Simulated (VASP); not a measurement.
# Si2W (I4/mmm) in VASP: a series of runs, part 3 of 3

VASP 6.6.1. The steps go on from the part before.

### Step 7. Electric field gradients, PBEsol (volume scaled by 1.04)

The input, INCAR:

```
SYSTEM = Si2W
PREC     = Accurate       ! precision mode
ENCUT    = 520            ! plane-wave cutoff, eV
EDIFF    = 1E-8           ! SCF threshold, eV
ISMEAR   = -1             ! smearing method
SIGMA    = 0.03           ! smearing width, eV
LREAL    = .False.        ! projectors in reciprocal space
LASPH    = .True.         ! aspherical terms in the spheres
NELM     = 80             ! most SCF steps
ALGO     = Normal         ! electronic algorithm
ISIF     = 2              ! what is computed and relaxed
LWAVE    = .False.        ! write WAVECAR
LCHARG   = .False.        ! write CHGCAR
GGA      = PS             ! functional
LEFG     = .True.       
NBANDS   = 18             ! bands
```

The input, KPOINTS:

```
regular mesh
0
Gamma
  18 18 18
  0 0 0
```

The input, POSCAR:

```
Si2W
1.0
   -1.6271340025      1.6271340025      3.9918480510
    1.6271340025     -1.6271340025      3.9918480510
    1.6271340025      1.6271340025     -3.9918480510
Si W
2 1
Direct
    0.3330000000      0.3330000000      0.0000000000
    0.6670000000      0.6670000000      0.0000000000
    0.0000000000      0.0000000000      0.0000000000
```

Potentials or basis: VASP PAW PBE potentials, release 64 (Si, W_sv).

Started as:

```sh
$ cat potpaw_PBE.64/Si/POTCAR potpaw_PBE.64/W_sv/POTCAR > POTCAR
$ mpirun -np 1 vasp_std > vasp.out
```

OUTCAR:

```text
SYSTEM = Si2W
   PREC = Accurate
   ENCUT = 520
   EDIFF = 1E-8
   ISMEAR = -1
   LREAL = .False.
   LASPH = .True.
   NELM = 80
   ISIF = 2
   GGA = PS

 ion  position               nearest neighbor table
   1  0.333  0.333  0.000-   2 2.66   2 2.66   2 2.66   2 2.66   3 2.66   3 2.66   3 2.66   3 2.66
                             3 2.66   2 2.67
   2  0.667  0.667  0.000-   1 2.66   1 2.66   1 2.66   1 2.66   3 2.66   3 2.66   3 2.66   3 2.66
                             3 2.66   1 2.67
   3  0.000  0.000  0.000-   1 2.66   2 2.66   2 2.66   1 2.66   2 2.66   2 2.66   2 2.66   1 2.66
                             1 2.66   1 2.66

  LATTYP: Found a body centered tetragonal cell.
 ALAT       =     3.2542680050
 C/A-ratio  =     2.4533001246

  Lattice vectors:

 A1 = (  -1.6271340025,   1.6271340025,   3.9918480510)
 A2 = (   1.6271340025,  -1.6271340025,   3.9918480510)
 A3 = (   1.6271340025,   1.6271340025,  -3.9918480510)

[... 704 lines left out ...]
     1.627134003 -1.627134003  3.991848051     0.307288766  0.000000000  0.125255269
     1.627134003  1.627134003 -3.991848051     0.307288766  0.307288766  0.000000000

 POSITION                                       TOTAL-FORCE (eV/Angst)
 -----------------------------------------------------------------------------------
      0.00000      0.00000      2.65857         0.000000      0.000000      0.346071
      0.00000      0.00000      5.32513         0.000000      0.000000     -0.346071
      0.00000      0.00000      0.00000        -0.000000     -0.000000      0.000000
 -----------------------------------------------------------------------------------
    total drift:                                0.000000      0.000000     -0.000000

  FREE ENERGIE OF THE ION-ELECTRON SYSTEM (eV)
  ---------------------------------------------------
  free  energy   TOTEN  =       -26.5567799305 eV

  energy  without entropy=      -26.5560160357  energy(sigma->0) =      -26.55639798

 Electric field gradients (V/A^2)
---------------------------------------------------------------------
 ion       V_xx      V_yy      V_zz      V_xy      V_xz      V_yz
---------------------------------------------------------------------
   1       4.170     4.170    -8.340    -0.000    -0.000    -0.000
   2       4.170     4.170    -8.340    -0.000    -0.000    -0.000
   3      58.517    58.517  -117.034    -0.001    -0.000    -0.000
---------------------------------------------------------------------

 Electric field gradients after diagonalization (V/A^2)
 (convention: |V_zz| > |V_xx| > |V_yy|)
----------------------------------------------------------------------
 ion       V_xx      V_yy      V_zz     asymmetry (V_yy - V_xx)/ V_zz
----------------------------------------------------------------------
   1       4.170     4.170    -8.340       0.000
   2       4.170     4.170    -8.340       0.000
   3      58.518    58.516  -117.034       0.000
----------------------------------------------------------------------

           NMR quadrupolar parameters

 Cq : quadrupolar parameter    Cq=e*Q*V_zz/h
 eta: asymmetry parameters     (V_yy - V_xx)/ V_zz
 Q  : nuclear electric quadrupole moment in mb (millibarn)
----------------------------------------------------------------------
 ion       Cq(MHz)       eta       Q (mb)
----------------------------------------------------------------------
   1      -0.020       0.000       1.000
   2      -0.020       0.000       1.000
   3      -0.283       0.000       1.000
----------------------------------------------------------------------
```

OSZICAR:

```text
N       E                     dE             d eps       ncg     rms          rms(c)
DAV:   1     0.127922472091E+03    0.12792E+03   -0.10828E+04 17280   0.122E+03
DAV:   2    -0.229490291669E+02   -0.15087E+03   -0.14739E+03 19664   0.318E+02
DAV:   3    -0.274542569556E+02   -0.45052E+01   -0.44470E+01 21702   0.494E+01
DAV:   4    -0.274960651381E+02   -0.41808E-01   -0.41728E-01 20470   0.498E+00
DAV:   5    -0.274965234333E+02   -0.45830E-03   -0.45826E-03 20484   0.557E-01    0.237E+01
DAV:   6    -0.266890239522E+02    0.80750E+00   -0.39264E+00 18516   0.135E+01    0.776E+00
DAV:   7    -0.265877399322E+02    0.10128E+00   -0.33574E-01 18416   0.312E+00    0.446E+00
DAV:   8    -0.265575574191E+02    0.30183E-01   -0.62873E-02 19374   0.187E+00    0.324E-01
DAV:   9    -0.265569595048E+02    0.59791E-03   -0.13068E-03 20242   0.286E-01    0.198E-01
DAV:  10    -0.265567884405E+02    0.17106E-03   -0.33254E-04 20364   0.158E-01    0.415E-02
DAV:  11    -0.265567804056E+02    0.80348E-05   -0.46072E-05 19682   0.502E-02    0.194E-02
DAV:  12    -0.265567805382E+02   -0.13255E-06   -0.23081E-06 20184   0.967E-03    0.491E-03
DAV:  13    -0.265567799822E+02    0.55597E-06   -0.49768E-07 19296   0.608E-03    0.814E-04
DAV:  14    -0.265567799294E+02    0.52849E-07   -0.16975E-08 14124   0.117E-03    0.347E-04
DAV:  15    -0.265567799305E+02   -0.10882E-08   -0.26781E-09  9588   0.502E-04
   1 F= -.26556780E+02 E0= -.26556398E+02  d E =-.763895E-03
```

stdout:

```text
POSCAR found type information on POSCAR SiW
 POSCAR found :  2 types and       3 ions
 scaLAPACK will be used
 -----------------------------------------------------------------------------
|                                                                             |
|                                                                             |
|     You enforced a specific xc type in the INCAR file but a different       |
|     I HOPE YOU KNOW WHAT YOU ARE DOING!                                     |
|                                                                             |
 -----------------------------------------------------------------------------

 LDA part: xc-table for (Slater+PW92), standard interpolation
 POSCAR, INCAR and KPOINTS ok, starting setup
 FFT: planning ... GRIDC
 FFT: planning ... GRID_SOFT
 FFT: planning ... GRID
 WAVECAR not read
 entering main loop
ion   1

ion   2

ion   3
```

Wall time 9.8 min (1 thread of Intel Xeon Platinum 8488C (Sapphire Rapids), shared host); peak memory 0.47 GiB.

Results:

```
Free energy            : -26.5568 eV
Pressure               : -11.2 GPa
Largest force          : 0.346 eV/Å
Band gap on the k mesh : zero (band 11 reaches 12.00 eV, above the bottom of band 12 at 10.72 eV)
```

Forces on the atoms (eV/Å):
```
Si   0.000  0.000  0.346
Si   0.000  0.000 -0.346
W    0.000  0.000  0.000
```

Levels at points of the mesh, in eV from the Fermi level:
```csv
k point,band 9,band 10,band 11,band 12,band 13,band 14
"(0.00, 0.00, 0.00)",-2.72,-2.72,0.65,2.47,3.01,3.11
"(0.50, 0.00, 0.00)",-2.66,-2.57,-0.38,2.56,2.70,3.84
"(0.50, 0.50, 0.00)",-4.87,-3.11,-1.65,2.52,2.80,2.93
"(0.50, 0.50, 0.50)",-0.82,-0.82,-0.48,-0.48,0.81,4.18
```

Electric field gradients, principal values (V/Å²):
```csv
atom,least,middle,greatest (by size)
1 Si,4.170,4.170,-8.340
2 Si,4.170,4.170,-8.340
3 W,58.516,58.518,-117.034
```

Caveat: without QUAD_EFG the Cq values of the log hold for a quadrupole moment of 1 mb, not for the nuclei; the PAW data sets were made with another functional, which shifts forces and pressure a little; spin-orbit coupling is left out, which moves the levels of the heavy elements.

### Step 8. Summary

```tsv
cell	gap on the mesh (eV)	pressure (GPa)	largest force (eV/Å)
a = 4.548 Å, angles 138.6, 138.6, 59.9°, 3 atoms	none	-3.2	0.27
a = 4.517 Å, angles 138.6, 138.6, 59.9°, 3 atoms	none	1.5	0.23
a = 4.563 Å, angles 138.6, 138.6, 59.9°, 3 atoms	none	-5.4	0.29
a = 4.608 Å, angles 138.6, 138.6, 59.9°, 3 atoms	none	-11.2	0.35
```

Alike in all rows: task electric field gradients; level PBEsol; potentials or basis VASP PAW PBE potentials, release 64 (Si, W_sv); no spin polarisation; k mesh 18 × 18 × 18; cutoff (eV) 520; smearing fermi-dirac 0.03 eV.

Caveats: the PAW data sets were made with another functional, which shifts forces and pressure a little; spin-orbit coupling is left out, which moves the levels of the heavy elements.

Total energies depend on the potentials used, so only differences within one code and one set of settings carry meaning.
